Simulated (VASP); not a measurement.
# Ir (I4/mmm) in VASP: a series of runs

The runs below take Ir through single point, with PBE.

All numbers are computed with VASP 6.6.1; they aren't measurements. Logs are shortened: lines on timing, memory, paths and dates and some standing lists are left out, and cuts for length are marked.

## Step 1: The cell of the first run

The structure is tetragonal, space group I4/mmm (No. 139). The conventional cell has a = 2.832 Å, b = 2.832 Å, c = 3.614 Å, α = 90.00°, β = 90.00°, γ = 90.00°. Ir (site symmetry 4/mmm) has 14 Ir at 2.70 to 3.61 Å within 3.7 Å.

## Step 2: Single point, PBE (14.49 Å³/atom)

File INCAR:

```
PREC = Accurate
ENCUT = 520
EDIFF = 1E-7
ISMEAR = 0
SIGMA = 0.15
LREAL = False
LASPH = True
NELM = 100
ALGO = Normal
ISIF = 2
LWAVE = False
LCHARG = True
GGA = PE
LELF = True
LVHAR = True
NBANDS = 10
```

File KPOINTS:

```
Automatic mesh
0
Gamma
  22 22 22
```

File POSCAR:

```
Ir
1.0
    0.0000000000      2.0027225401      1.8068562757
    2.0027225401      0.0000000000      1.8068562757
    2.0027225401      2.0027225401      0.0000000000
Ir
1
Direct
    0.0000000000      0.0000000000      0.0000000000
```

Potentials or basis: VASP PAW PBE potentials, release 64 (Ir).

The run is started by

```
$ cat potpaw_PBE.64/Ir/POTCAR > POTCAR
$ mpirun -np 1 vasp_std > vasp.out
```

OUTCAR:

```text
PREC = Accurate
   ENCUT = 520
   EDIFF = 1E-7
   ISMEAR = 0
   LREAL = False
   LASPH = True
   NELM = 100
   ISIF = 2
   GGA = PE

 ion  position               nearest neighbor table
   1  0.000  0.000  0.000-

  LATTYP: Found a body centered tetragonal cell.
 ALAT       =     2.8322773779
 C/A-ratio  =     1.2759034760

  Lattice vectors:

 A1 = (   0.0000000000,  -2.0027225401,  -1.8068562757)
 A2 = (   0.0000000000,   2.0027225401,  -1.8068562757)
 A3 = (   2.0027225401,   0.0000000000,   1.8068562757)

Analysis of symmetry for initial positions (statically):
=====================================================================
 Subroutine PRICEL returns:
 Original cell was already a primitive cell.

 Routine SETGRP: Setting up the symmetry group for a
 body centered tetragonal supercell.

 Subroutine GETGRP returns: Found 16 space group operations
 (whereof 16 operations were pure point group operations)
 out of a pool of 16 trial point group operations.

The static configuration has the point symmetry D_4h.

Analysis of symmetry for dynamics (positions and initial velocities):
=====================================================================
 Subroutine PRICEL returns:
 Original cell was already a primitive cell.

 Routine SETGRP: Setting up the symmetry group for a
 body centered tetragonal supercell.

 Subroutine GETGRP returns: Found 16 space group operations
 (whereof 16 operations were pure point group operations)
 out of a pool of 16 trial point group operations.

The dynamic configuration has the point symmetry D_4h.

 Subroutine INISYM returns: Found 16 space group operations
 (whereof 16 operations are pure point group operations),
 and found     1 'primitive' translations

----------------------------------------------------------------------------------------

                                     Primitive cell

  volume of cell :      14.4942

  direct lattice vectors                    reciprocal lattice vectors
     0.000000000  2.002722540  1.806856276    -0.249660145  0.249660145  0.276723725
     2.002722540  0.000000000  1.806856276     0.249660145 -0.249660145  0.276723725
     2.002722540  2.002722540  0.000000000     0.249660145  0.249660145 -0.276723725

  length of vectors
     2.697337052  2.697337052  2.832277378     0.448593799  0.448593799  0.448593799

  position of ions in fractional coordinates (direct lattice)
     0.000000000  0.000000000  0.000000000

  ion indices of the primitive-cell ions
   primitive index   ion index
                 1           1

----------------------------------------------------------------------------------------

 KPOINTS: Automatic mesh

Automatic generation of k-mesh.
 Grid dimensions read from file:
 generate k-points for:   22   22   22

 Generating k-lattice:

  Cartesian coordinates                     Fractional coordinates (reciprocal lattice)
    -0.011348188  0.011348188  0.012578351     0.045454545  0.000000000  0.000000000
     0.011348188 -0.011348188  0.012578351     0.000000000  0.045454545  0.000000000
     0.011348188  0.011348188 -0.012578351     0.000000000  0.000000000  0.045454545

  Length of vectors
     0.020390627  0.020390627  0.020390627

  Shift w.r.t. Gamma in fractional coordinates (k-lattice)
     0.000000000  0.000000000  0.000000000

 Subroutine IBZKPT returns following result:
 ===========================================

 Found    834 irreducible k-points:

 Following reciprocal coordinates:
            Coordinates               Weight
  0.000000  0.000000  0.000000      1.000000
  0.045455  0.000000  0.000000      8.000000
  0.090909  0.000000  0.000000      8.000000
  0.136364  0.000000  0.000000      8.000000
  0.181818  0.000000  0.000000      8.000000
  0.227273  0.000000  0.000000      8.000000
[... 16 lines left out ...]
  0.500000  0.045455  0.000000      8.000000
 -0.454545  0.045455  0.000000      8.000000
 [... further k-points ...]
   k-points           NKPTS =    834   k-points in BZ     NKDIM =    834   number of bands    NBANDS=     10
   number of dos      NEDOS =    301   number of ions     NIONS =      1
   total plane-waves  NPLWV =   9600
   dimension x,y,z NGX =    20 NGY =   20 NGZ =   24
   dimension x,y,z NGXF=    40 NGYF=   40 NGZF=   48
   ions per type =               1
   NGX,Y,Z   is equivalent  to a cutoff of  12.33, 12.33, 14.09 a.u.
   NGXF,Y,Z  is equivalent  to a cutoff of  24.65, 24.65, 28.17 a.u.
 SYSTEM =  unknown system
   PREC   = accura    normal or accurate (medium, high low for compatibility)
   ISTART =      0    job   : 0-new  1-cont  2-samecut
   ICHARG =      2    charge: 1-file 2-atom 10-const
   ISPIN  =      1    spin polarized calculation?
   LNONCOLLINEAR =      F non collinear calculations
   LSORBIT =      F    spin-orbit coupling
   LASPH  =      T    aspherical Exc in radial PAW
   ENCUT  =  520.0 eV  38.22 Ry    6.18 a.u.   5.02  5.02  5.27*2*pi/ulx,y,z
   NELM   =    100;   NELMIN=  2; NELMDL= -5     # of ELM steps
   EDIFF  = 0.1E-06   stopping-criterion for ELM
   LREAL  =      F    real-space projection
   EDIFFG = 0.1E-05   stopping-criterion for IOM
   NSW    =      0    number of steps for IOM
   IBRION =     -1    ionic relax: 0-MD 1-quasi-New 2-CG
   NFREE  =      0    steps in history (QN), initial steepest desc. (CG)
   ISIF   =      2    stress and relaxation
   ISYM   =      2    0-nonsym 1-usesym 2-fastsym
   POTIM  = 0.5000    time-step for ionic-motion
   TEBEG  =    0.0;   TEEND  =   0.0 temperature during run
   PSTRESS=    0.0 pullay stress
   NELECT =       9.0000    total number of electrons
   NUPDOWN=      -1.0000    fix difference up-down
   EMIN   =  10.00;   EMAX   =-10.00  energy-range for DOS
   EFERMI =   0.00;   METHOD = LEGACY
   ISMEAR =     0;   SIGMA  =   0.15  broadening in eV -4-tet -1-fermi 0-gaus
   EFERMI_NEDOS =   21; number of points for ismear=-14 and -15
   IALGO  =     38    algorithm
   IMIX   =      4    mixing-type and parameters
     AMIX     =   0.40;   BMIX     =  1.00
     AMIX_MAG =   1.60;   BMIX_MAG =  1.00
  volume/ion in A,a.u.               =      14.49        97.81
  Fermi-wavevector in a.u.,A,eV,Ry     =   1.396660  2.639304 26.540319  1.950658
  Thomas-Fermi vector in A             =   2.519992
   LORBIT       =      0    0 simple, 1 ext, 2 COOP (PROOUT), +10 PAW based schemes
   GGA     = PE    functional components
   LHFCALC =     F    Hartree Fock is set to
   AEXX    =    0.0000 exact exchange contribution
   IVDW    =     0    specifies the selected vdW correction
   LEPSILON=     F    determine dielectric tensor
   LRPA    =     F    only Hartree local field effects (RPA)
 non-spin polarized calculation
 Gauss-broadening in eV      SIGMA  =   0.15
  energy-cutoff  :      520.00
  volume of cell :       14.49
 maximum number of plane-waves:       426
   NGX =  9   NGY =  9   NGZ = 11

 number of electron       9.0000000 magnetization

 Free energy of the ion-electron system (eV)
  ---------------------------------------------------
  ext. energy  EPLUGINS =         0.00000000
  ---------------------------------------------------
  free energy    TOTEN  =        -8.74737489 eV

  energy without entropy =       -8.73450091  energy(sigma->0) =       -8.74093790

 E-fermi :   9.9415     XC(G=0): -13.8408

 val. band max:        9.9392551340   @ k =  -0.2727   0.1364   0.0909
 cond. band min:       9.9434917592   @ k =   0.4091   0.1364   0.0455
 fundamental gap:      0.0042366252
 Fermi energy:         9.9414726293

 k-point     1 :       0.0000    0.0000    0.0000
  band No.  band energies     occupation
      1      -0.8667      2.00000
      2       5.9321      2.00000
      3       5.9321      2.00000
      4       7.1183      2.00000
      5       7.9753      2.00000
      6       9.5251      1.99991
      7      24.5521      0.00000
      8      28.7700      0.00000
      9      28.7700      0.00000
     10      32.1687      0.00000

 k-point     2 :       0.0455    0.0000    0.0000
  band No.  band energies     occupation
      1      -0.7763      2.00000
      2       5.9250      2.00000
      3       5.9697      2.00000
      4       7.1127      2.00000
      5       7.9654      2.00000
      6       9.4889      1.99998
      7      24.7045      0.00000
      8      28.6112      0.00000
      9      28.9122      0.00000
     10      31.8269      0.00000

 k-point     3 :       0.0909    0.0000    0.0000
  band No.  band energies     occupation
      1      -0.5108      2.00000
      2       5.8919      2.00000
      3       6.0664      2.00000
      4       7.1152      2.00000
      5       7.9546      2.00000
      6       9.3924      2.00000
      7      25.1331      0.00000
      8      28.0075      0.00000
      9      29.3311      0.00000
     10      31.6218      0.00000

 k-point     4 :       0.1364    0.0000    0.0000
  band No.  band energies     occupation
      1      -0.0898      2.00000
      2       5.8182      2.00000
      3       6.1717      2.00000
      4       7.1590      2.00000
      5       8.0016      2.00000
      6       9.2702      2.00000
      7      25.7403      0.00000
      8      26.9982      0.00000
      9      30.0040      0.00000
     10      31.9924      0.00000
[... 222 lines left out ...]
 k-point    22 :       0.4545    0.0455    0.0000
  band No.  band energies     occupation
      1       2.2398      2.00000
      2       5.6082      2.00000
      3       6.8779      2.00000
      4       8.3210      2.00000
      5      10.7308      0.00000
      6      11.1446      0.00000
      7      17.7843      0.00000
      8      24.1010      0.00000
      9      28.7561      0.00000
     10      31.1393      0.00000

 k-point    23 :       0.5000    0.0455    0.0000
  band No.  band energies     occupation
      1       2.2345      2.00000
      2       5.5632      2.00000
      3       6.8117      2.00000
      4       8.7954      2.00000
      5      10.9896      0.00000
      6      11.2418      0.00000
      7      17.1101      0.00000
      8      23.9215      0.00000
      9      28.5776      0.00000
     10      30.6575      0.00000

 k-point    24 :      -0.4545    0.0455    0.0000
  band No.  band energies     occupation
      1       2.2366      2.00000
      2       5.5709      2.00000
      3       6.7916      2.00000
      4       8.7798      2.00000
      5      10.8958      0.00000
      6      11.0808      0.00000
      7      17.3557      0.00000
      8      23.9625      0.00000
      9      28.8994      0.00000
     10      30.5434      0.00000

 [... further k-points ...]
[... 5 lines left out ...]
  --------------------------------------------------------------------------------------
  -------------------------------------------------------------------------------------
  Total       -0.7200852     -0.7200852      2.2031363      0.0000000      0.0000000      0.0000000
  in kB      -79.5974742    -79.5974742    243.5324090      0.0000000      0.0000000      0.0000000
  external PRESSURE =      28.1124869 kB  Pullay stress =       0.0000000 kB

 VOLUME and BASIS-vectors are now :
 -----------------------------------------------------------------------------
  energy-cutoff  :      520.00
  volume of cell :       14.49
      direct lattice vectors                 reciprocal lattice vectors
     0.000000000  2.002722540  1.806856276    -0.249660145  0.249660145  0.276723725
     2.002722540  0.000000000  1.806856276     0.249660145 -0.249660145  0.276723725
     2.002722540  2.002722540  0.000000000     0.249660145  0.249660145 -0.276723725

 POSITION                                       TOTAL-FORCE (eV/Angst)
 -----------------------------------------------------------------------------------
      0.00000      0.00000      0.00000         0.000000      0.000000      0.000000
 -----------------------------------------------------------------------------------
    total drift:                                0.000000     -0.000000     -0.000000

  FREE ENERGIE OF THE ION-ELECTRON SYSTEM (eV)
  ---------------------------------------------------
  free  energy   TOTEN  =        -8.7473748851 eV

  energy  without entropy=       -8.7345009099  energy(sigma->0) =       -8.74093790
```

It took 60 s on 1 thread of Intel Xeon Platinum 8559C (Emerald Rapids), shared host; peak memory 0.25 GiB.

Results:

| Item | Value |
| --- | --- |
| Free energy | -8.7474 eV |
| Pressure | 2.8 GPa |
| Band gap on the k mesh | zero (an odd number of electrons rules out a gap without spin polarisation) |

Levels at points of the mesh, in eV from the Fermi level:
```csv
k point,band 1,band 2,band 3,band 4,band 5,band 6,band 7,band 8
"(0.00, 0.00, 0.00)",-10.81,-4.01,-4.01,-2.82,-1.97,-0.42,14.61,18.83
"(0.50, 0.00, 0.00)",-7.78,-4.45,-3.03,-0.61,0.49,1.30,7.17,13.78
"(0.50, 0.50, 0.00)",-7.48,-7.12,0.85,1.51,1.51,3.29,10.43,10.43
"(0.50, 0.00, 0.50)",-7.63,-6.88,0.74,0.82,1.07,1.94,9.40,11.80
```

Caveat: spin-orbit coupling is left out, which moves the levels of the heavy elements.

[end of part 1 of 2]
